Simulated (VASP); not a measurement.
Crystal: HfN.

```xyz
2
Lattice="0.0000 2.2560 2.2560 2.2560 0.0000 2.2560 2.2560 2.2560 0.0000" Properties=species:S:1:pos:R:3 pbc="T T T"
Hf    0.0000    0.0000    0.0000
N     2.2560    2.2560    2.2560
```

- Program: VASP 6.6.1
- Task: relaxation of cell and atoms
- Functional: LDA
- Potentials or basis: VASP PAW LDA potentials, release 64 (Hf_pv, N)
- Cutoff: 600 eV
- k mesh: 16 × 16 × 16
- Occupations: methfessel-paxton, width 0.1 eV
- Spin: no spin polarisation

At the start: pressure -9.6 GPa; volume 11.48 Å³/atom.

Problem. How do energy, volume and symmetry change on relaxing?

Solution. Over 4 steps the energy falls by 11.8 meV/atom and the volume is 11.10 Å³/atom (-3.3 %); space group Fm-3m (No. 225, to 0.05 Å).

Step by step:
```tsv
step	energy change (eV)	largest force (eV/Å)	pressure (GPa)	volume (Å³)
1	0.0000	0.0000	-9.61	22.96
2	0.0798	0.0000	24.18	20.75
3	-0.0235	0.0000	-0.24	22.22
4	-0.0235	0.0000	-0.02	22.21
```

Final structure:
```
CELL_PARAMETERS angstrom
0.00000 2.23090 2.23090
2.23090 0.00000 2.23090
2.23090 2.23090 0.00000
ATOMIC_POSITIONS crystal
Hf 0.00000 0.00000 0.00000
N 0.50000 0.50000 0.50000
```
